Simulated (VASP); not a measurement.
# Rh (P6_3/mmc) in VASP: further runs

Rh is run at these levels: r2SCAN; tasks: single point.

Program: VASP 6.6.1. These are calculated values, not measurements. Logs are shortened: lines on timing, memory, paths and dates and some standing lists are left out, and cuts for length are marked.

**1. The cell of the first run**

The structure is hexagonal, space group P6_3/mmc (No. 194). Conventional cell: a = 2.595 Å, b = 2.595 Å, c = 4.505 Å, α = 90.00°, β = 90.00°, γ = 120.00°. Rh (site symmetry -6m2) has 12 Rh at 2.60 to 2.71 Å within 3.4 Å.

This isn't the form of Rh at room conditions, which is fcc.

**2. Single point, r2SCAN (biaxial strain in the a-b plane: -4.0 %, then relaxed in part)**

POSCAR reads:

```
Rh
1.0
    2.5954974562      0.0000000000      0.0000000000
   -1.2977487281      2.2477667325      0.0000000000
    0.0000000000      0.0000000000      4.5046916223
Rh
2
Direct
    0.6666666667      0.3333333333      0.7500000000
    0.3333333333      0.6666666667      0.2500000000
```

INCAR.step1 reads:

```
PREC     = Accurate       # precision mode
ENCUT    = 680            # plane-wave cutoff, eV
ISMEAR   = 0              # smearing method
SIGMA    = 0.1            # smearing width, eV
LREAL    = F              # projectors in reciprocal space
LASPH    = T              # aspherical terms in the spheres
NELM     = 120            # most SCF steps
NBANDS   = 24             # bands
GGA      = PE             # functional
ALGO     = Normal         # electronic algorithm
EDIFF    = 1E-5           # SCF threshold, eV
LWAVE    = T              # write WAVECAR
LCHARG   = F              # write CHGCAR
GGA_COMPAT= F
```

INCAR.step2 reads:

```
PREC     = Accurate       # precision mode
ENCUT    = 680            # plane-wave cutoff, eV
EDIFF    = 1E-6           # SCF threshold, eV
ISMEAR   = 0              # smearing method
SIGMA    = 0.1            # smearing width, eV
LREAL    = F              # projectors in reciprocal space
LASPH    = T              # aspherical terms in the spheres
NELM     = 120            # most SCF steps
ALGO     = Normal         # electronic algorithm
ISIF     = 2              # what is computed and relaxed
LWAVE    = F              # write WAVECAR
LCHARG   = T              # write CHGCAR
METAGGA  = R2SCAN         # meta-GGA
LMIXTAU  = T            
LELF     = T              # ELF
LVHAR    = T            
NBANDS   = 24             # bands
ISTART   = 1            
GGA_COMPAT= F
```

KPOINTS reads:

```
Automatic mesh
0
Gamma
  24 24 12
```

Potentials or basis: VASP PAW PBE potentials, release 64 (Rh_sv_GW).

Command:

```
cat potpaw_PBE.64/Rh_sv_GW/POTCAR > POTCAR
cp INCAR.step1 INCAR
mpirun -np 1 vasp_std > vasp.out
cp INCAR.step2 INCAR
mpirun -np 1 vasp_std > vasp.out
```

OUTCAR:

```text
PREC = Accurate
   ENCUT = 680
   EDIFF = 1E-6
   ISMEAR = 0
   LREAL = F
   LASPH = T
   NELM = 120
   ISIF = 2
   METAGGA = R2SCAN
   ISTART = 1

 ion  position               nearest neighbor table
   1  0.667  0.333  0.750-
   2  0.333  0.667  0.250-

  LATTYP: Found a hexagonal cell.
 ALAT       =     2.5954974562
 C/A-ratio  =     1.7355792862

  Lattice vectors:

 A1 = (   2.5954974562,   0.0000000000,   0.0000000000)
 A2 = (  -1.2977487281,   2.2477667325,   0.0000000000)
 A3 = (   0.0000000000,   0.0000000000,   4.5046916223)

Analysis of symmetry for initial positions (statically):
=====================================================================
 Subroutine PRICEL returns:
 Original cell was already a primitive cell.

 Routine SETGRP: Setting up the symmetry group for a
 hexagonal supercell.

 Subroutine GETGRP returns: Found 24 space group operations
 (whereof 12 operations were pure point group operations)
 out of a pool of 24 trial point group operations.

The static configuration has the point symmetry D_3d.
 The point group associated with its full space group is D_6h.

Analysis of symmetry for dynamics (positions and initial velocities):
=====================================================================
 Subroutine PRICEL returns:
 Original cell was already a primitive cell.

 Routine SETGRP: Setting up the symmetry group for a
 hexagonal supercell.

 Subroutine GETGRP returns: Found 24 space group operations
 (whereof 12 operations were pure point group operations)
 out of a pool of 24 trial point group operations.

The dynamic configuration has the point symmetry D_3d.
 The point group associated with its full space group is D_6h.

 Subroutine INISYM returns: Found 24 space group operations
 (whereof 12 operations are pure point group operations),
 and found     1 'primitive' translations

----------------------------------------------------------------------------------------

                                     Primitive cell

  volume of cell :      26.2807

  direct lattice vectors                    reciprocal lattice vectors
     2.595497456  0.000000000  0.000000000     0.385282597  0.222443011  0.000000000
    -1.297748728  2.247766733  0.000000000     0.000000000  0.444886022  0.000000000
     0.000000000  0.000000000  4.504691622     0.000000000  0.000000000  0.221990778

  length of vectors
     2.595497456  2.595497456  4.504691622     0.444886022  0.444886022  0.221990778

  position of ions in fractional coordinates (direct lattice)
     0.666666667  0.333333333  0.750000000
     0.333333333  0.666666667  0.250000000

  ion indices of the primitive-cell ions
   primitive index   ion index
                 1           1
                 2           2

----------------------------------------------------------------------------------------

 KPOINTS: Automatic mesh

Automatic generation of k-mesh.
 Grid dimensions read from file:
 generate k-points for:   24   24   12

 Generating k-lattice:

  Cartesian coordinates                     Fractional coordinates (reciprocal lattice)
     0.016053442  0.009268459  0.000000000     0.041666667  0.000000000  0.000000000
     0.000000000  0.018536918  0.000000000     0.000000000  0.041666667  0.000000000
     0.000000000  0.000000000  0.018499232     0.000000000  0.000000000  0.083333333

  Length of vectors
     0.018536918  0.018536918  0.018499232

  Shift w.r.t. Gamma in fractional coordinates (k-lattice)
     0.000000000  0.000000000  0.000000000

 Subroutine IBZKPT returns following result:
 ===========================================

 Found    427 irreducible k-points:

 Following reciprocal coordinates:
            Coordinates               Weight
  0.000000  0.000000  0.000000      1.000000
  0.041667  0.000000  0.000000      6.000000
  0.083333  0.000000  0.000000      6.000000
  0.125000 -0.000000  0.000000      6.000000
  0.166667 -0.000000  0.000000      6.000000
  0.208333  0.000000  0.000000      6.000000
[... 16 lines left out ...]
  0.416667  0.041667  0.000000     12.000000
  0.458333  0.041667  0.000000     12.000000
 [... further k-points ...]
   k-points           NKPTS =    427   k-points in BZ     NKDIM =    427   number of bands    NBANDS=     24
   number of dos      NEDOS =    301   number of ions     NIONS =      2
   total plane-waves  NPLWV =  23040
   dimension x,y,z NGX =    24 NGY =   24 NGZ =   40
   dimension x,y,z NGXF=    48 NGYF=   48 NGZF=   80
   ions per type =               2
   NGX,Y,Z   is equivalent  to a cutoff of  15.37, 15.37, 14.76 a.u.
   NGXF,Y,Z  is equivalent  to a cutoff of  30.74, 30.74, 29.52 a.u.
 SYSTEM =  unknown system
   PREC   = accura    normal or accurate (medium, high low for compatibility)
   ISTART =      1    job   : 0-new  1-cont  2-samecut
   ICHARG =      0    charge: 1-file 2-atom 10-const
   ISPIN  =      1    spin polarized calculation?
   LNONCOLLINEAR =      F non collinear calculations
   LSORBIT =      F    spin-orbit coupling
   LASPH  =      T    aspherical Exc in radial PAW
   ENCUT  =  680.0 eV  49.98 Ry    7.07 a.u.   5.52  5.52  9.58*2*pi/ulx,y,z
   NELM   =    120;   NELMIN=  2; NELMDL=  0     # of ELM steps
   EDIFF  = 0.1E-05   stopping-criterion for ELM
   LREAL  =      F    real-space projection
   EDIFFG = 0.1E-04   stopping-criterion for IOM
   NSW    =      0    number of steps for IOM
   IBRION =     -1    ionic relax: 0-MD 1-quasi-New 2-CG
   NFREE  =      0    steps in history (QN), initial steepest desc. (CG)
   ISIF   =      2    stress and relaxation
   ISYM   =      2    0-nonsym 1-usesym 2-fastsym
   POTIM  = 0.5000    time-step for ionic-motion
   TEBEG  =    0.0;   TEEND  =   0.0 temperature during run
   PSTRESS=    0.0 pullay stress
   NELECT =      34.0000    total number of electrons
   NUPDOWN=      -1.0000    fix difference up-down
   EMIN   =  10.00;   EMAX   =-10.00  energy-range for DOS
   EFERMI =   0.00;   METHOD = LEGACY
   ISMEAR =     0;   SIGMA  =   0.10  broadening in eV -4-tet -1-fermi 0-gaus
   EFERMI_NEDOS =   21; number of points for ismear=-14 and -15
   IALGO  =     38    algorithm
   IMIX   =      4    mixing-type and parameters
     AMIX     =   0.40;   BMIX     =  1.00
     AMIX_MAG =   1.60;   BMIX_MAG =  1.00
  volume/ion in A,a.u.               =      13.14        88.68
  Fermi-wavevector in a.u.,A,eV,Ry     =   1.783838  3.370966 43.294817  3.182079
  Thomas-Fermi vector in A             =   2.847945
   LORBIT       =      0    0 simple, 1 ext, 2 COOP (PROOUT), +10 PAW based schemes
   METAGGA = R2SCAN    functional components
   LHFCALC =     F    Hartree Fock is set to
   AEXX    =    0.0000 exact exchange contribution
   IVDW    =     0    specifies the selected vdW correction
   LEPSILON=     F    determine dielectric tensor
   LRPA    =     F    only Hartree local field effects (RPA)
 non-spin polarized calculation
 Gauss-broadening in eV      SIGMA  =   0.10
  energy-cutoff  :      680.00
  volume of cell :       26.28
 maximum number of plane-waves:      1083
 NGX is ok and might be reduce to    24
   NGX = 11   NGY = 11   NGZ = 19

 number of electron      34.0000005 magnetization

 Free energy of the ion-electron system (eV)
  ---------------------------------------------------
  ext. energy  EPLUGINS =         0.00000000
  ---------------------------------------------------
  free energy    TOTEN  =       -46.34012320 eV

  energy without entropy =      -46.32592817  energy(sigma->0) =      -46.33302569

 E-fermi :  11.5218     XC(G=0): -15.6091

 val. band max:       11.5212964457   @ k =   0.0417   0.0417   0.3333
 cond. band min:      11.5222119705   @ k =   0.0000   0.0000   0.3333
 fundamental gap:      0.0009155248
 Fermi energy:        11.5217827019

 k-point     1 :       0.0000    0.0000    0.0000
  band No.  band energies     occupation
      1     -69.8156      2.00000
      2     -69.7011      2.00000
      3     -37.1789      2.00000
      4     -36.4427      2.00000
      5     -36.4427      2.00000
      6     -36.4020      2.00000
[... 16 lines left out ...]
     23      29.2607      0.00000
     24      30.8163      0.00000

 k-point     2 :       0.0417    0.0000    0.0000
  band No.  band energies     occupation
      1     -69.8131      2.00000
      2     -69.6994      2.00000
      3     -37.1740      2.00000
      4     -36.4575      2.00000
      5     -36.4469      2.00000
      6     -36.4030      2.00000
[... 16 lines left out ...]
     23      29.3627      0.00000
     24      30.9214      0.00000

 k-point     3 :       0.0833    0.0000    0.0000
  band No.  band energies     occupation
      1     -69.8054      2.00000
      2     -69.6944      2.00000
      3     -37.1592      2.00000
      4     -36.5006      2.00000
      5     -36.4593      2.00000
      6     -36.4142      2.00000
[... 16 lines left out ...]
     23      29.6545      0.00000
     24      31.1969      0.00000

 k-point     4 :       0.1250   -0.0000    0.0000
  band No.  band energies     occupation
      1     -69.7933      2.00000
      2     -69.6864      2.00000
      3     -37.1353      2.00000
      4     -36.5692      2.00000
      5     -36.4833      2.00000
      6     -36.4786      2.00000
[... 16 lines left out ...]
     23      30.0833      0.00000
     24      31.4864      0.00000

 k-point     5 :       0.1667   -0.0000    0.0000
  band No.  band energies     occupation
      1     -69.7772      2.00000
      2     -69.6762      2.00000
      3     -37.1032      2.00000
      4     -36.6585      2.00000
      5     -36.5724      2.00000
      6     -36.5035      2.00000
[... 451 lines left out ...]
 k-point    22 :       0.3750    0.0417    0.0000
  band No.  band energies     occupation
      1     -69.6685      2.00000
      2     -69.6180      2.00000
      3     -37.2068      2.00000
      4     -37.1037      2.00000
      5     -36.8535      2.00000
      6     -36.6604      2.00000
[... 16 lines left out ...]
     23      27.1870      0.00000
     24      27.2020      0.00000

 k-point    23 :       0.4167    0.0417    0.0000
  band No.  band energies     occupation
      1     -69.6561      2.00000
      2     -69.6137      2.00000
      3     -37.2611      2.00000
      4     -37.1543      2.00000
      5     -36.8176      2.00000
      6     -36.6756      2.00000
[... 16 lines left out ...]
     23      26.6122      0.00000
     24      26.7142      0.00000

 k-point    24 :       0.4583    0.0417    0.0000
  band No.  band energies     occupation
      1     -69.6493      2.00000
      2     -69.6119      2.00000
      3     -37.2891      2.00000
      4     -37.1805      2.00000
      5     -36.7966      2.00000
      6     -36.6835      2.00000
[... 16 lines left out ...]
     23      26.2774      0.00000
     24      26.4110      0.00000

 [... further k-points ...]

------------------------ aborting loop because EDIFF is reached ----------------------------------------

  FORCE on cell =-STRESS in cart. coord.  units (eV):
  Direction    XX          YY          ZZ          XY          YZ          ZX
  --------------------------------------------------------------------------------------
  -------------------------------------------------------------------------------------
  Total        3.9763805      3.9763805      0.0053568     -0.0000000      0.0000000      0.0000000
  in kB      242.4161813    242.4161813      0.3265750     -0.0000000      0.0000000      0.0000000
  external PRESSURE =     161.7196459 kB  Pullay stress =       0.0000000 kB

 VOLUME and BASIS-vectors are now :
 -----------------------------------------------------------------------------
  energy-cutoff  :      680.00
  volume of cell :       26.28
      direct lattice vectors                 reciprocal lattice vectors
     2.595497456  0.000000000  0.000000000     0.385282597  0.222443011  0.000000000
    -1.297748728  2.247766733  0.000000000     0.000000000  0.444886022  0.000000000
     0.000000000  0.000000000  4.504691622     0.000000000  0.000000000  0.221990778

 POSITION                                       TOTAL-FORCE (eV/Angst)
 -----------------------------------------------------------------------------------
      1.29775      0.74926      3.37852        -0.000000      0.000000      0.000000
     -0.00000      1.49851      1.12617         0.000000     -0.000000      0.000000
 -----------------------------------------------------------------------------------
    total drift:                               -0.000000      0.000000     -0.000000

  FREE ENERGIE OF THE ION-ELECTRON SYSTEM (eV)
  ---------------------------------------------------
  free  energy   TOTEN  =       -46.3401232040 eV

  energy  without entropy=      -46.3259281732  energy(sigma->0) =      -46.33302569
```

Run time: 7.6 min. Hardware: 1 thread of Intel Xeon 6975P-C (Granite Rapids), shared host; peak memory 0.51 GiB.

What came out:

| Quantity | Value |
| --- | --- |
| Free energy | -46.3401 eV |
| Pressure | 16.2 GPa |
| Band gap on the k mesh | zero (bands 17 and 18 overlap by 2.98 eV) |

Stress tensor (GPa, compression positive):
```
24.24  0.00  0.00
 0.00 24.24  0.00
 0.00  0.00  0.03
```

Caveat: the cell differs from its parent crystal (biaxial strain in the a-b plane: -4.0 %, then relaxed in part); the stress differs along the axes, from 0 to 24 GPa; the PAW data sets were made with another functional, which shifts forces and pressure a little.

**3. Single point, r2SCAN**

This run uses another cell than the first one, of 13.72 Å³/atom.

POSCAR reads:

```
Rh
1.0
    2.7004618279      0.0000000000      0.0000000000
   -1.3502309140      2.3386685449      0.0000000000
    0.0000000000      0.0000000000      4.3434565406
Rh
2
Direct
    0.6666666667      0.3333333333      0.7500000000
    0.3333333333      0.6666666667      0.2500000000
```

INCAR.step1 reads:

```
PREC = Accurate
ENCUT = 680
ISMEAR = 0
SIGMA = 0.1
LREAL = False
LASPH = True
NELM = 120
NBANDS = 24
GGA = PE
ALGO = Normal
EDIFF = 1E-5
LWAVE = True
LCHARG = False
GGA_COMPAT = False
```

INCAR.step2 reads:

```
PREC = Accurate
ENCUT = 680
EDIFF = 1E-6
ISMEAR = 0
SIGMA = 0.1
LREAL = False
LASPH = True
NELM = 120
ALGO = Normal
ISIF = 2
LWAVE = False
LCHARG = False
METAGGA = R2SCAN
LMIXTAU = True
NBANDS = 24
ISTART = 1
GGA_COMPAT = False
```

KPOINTS reads:

```
Automatic mesh
0
Gamma
  18 18 10
```

Potentials or basis: VASP PAW PBE potentials, release 64 (Rh_sv_GW).

Command:

```
cat potpaw_PBE.64/Rh_sv_GW/POTCAR > POTCAR
cp INCAR.step1 INCAR
mpirun -np 1 vasp_std > vasp.out
cp INCAR.step2 INCAR
mpirun -np 1 vasp_std > vasp.out
```

OUTCAR:

```text
PREC = Accurate
   ENCUT = 680
   EDIFF = 1E-6
   ISMEAR = 0
   LREAL = False
   LASPH = True
   NELM = 120
   ISIF = 2
   METAGGA = R2SCAN
   ISTART = 1

 ion  position               nearest neighbor table
   1  0.667  0.333  0.750-
   2  0.333  0.667  0.250-

  LATTYP: Found a hexagonal cell.
 ALAT       =     2.7004618279
 C/A-ratio  =     1.6084124929

  Lattice vectors:

 A1 = (   2.7004618279,   0.0000000000,   0.0000000000)
[... 833 lines left out ...]
     24      26.2384      0.00000

 [... further k-points ...]

------------------------ aborting loop because EDIFF is reached ----------------------------------------

  FORCE on cell =-STRESS in cart. coord.  units (eV):
  Direction    XX          YY          ZZ          XY          YZ          ZX
  --------------------------------------------------------------------------------------
  -------------------------------------------------------------------------------------
  Total        0.1800832      0.1800832      0.1789612     -0.0000000      0.0000000      0.0000000
  in kB       10.5182014     10.5182014     10.4526729     -0.0000000      0.0000000      0.0000000
  external PRESSURE =      10.4963586 kB  Pullay stress =       0.0000000 kB

 VOLUME and BASIS-vectors are now :
 -----------------------------------------------------------------------------
  energy-cutoff  :      680.00
  volume of cell :       27.43
      direct lattice vectors                 reciprocal lattice vectors
     2.700461828  0.000000000  0.000000000     0.370307030  0.213796864  0.000000000
    -1.350230914  2.338668545  0.000000000     0.000000000  0.427593727  0.000000000
     0.000000000  0.000000000  4.343456541     0.000000000  0.000000000  0.230231382

 POSITION                                       TOTAL-FORCE (eV/Angst)
 -----------------------------------------------------------------------------------
      1.35023      0.77956      3.25759         0.000000     -0.000000      0.000000
     -0.00000      1.55911      1.08586        -0.000000      0.000000      0.000000
 -----------------------------------------------------------------------------------
    total drift:                               -0.000000      0.000000     -0.000000

  FREE ENERGIE OF THE ION-ELECTRON SYSTEM (eV)
  ---------------------------------------------------
  free  energy   TOTEN  =       -46.4883121391 eV

  energy  without entropy=      -46.4727475445  energy(sigma->0) =      -46.48052984
```

Wall time 4 min (1 thread of Intel Xeon 6975P-C (Granite Rapids), shared host); peak memory 0.35 GiB.

What came out:

* Free energy: -46.4883 eV
* Pressure: 1.0 GPa
* Band gap on the k mesh: zero (bands 17 and 18 overlap by 2.49 eV)

Caveat: the PAW data sets were made with another functional, which shifts forces and pressure a little.
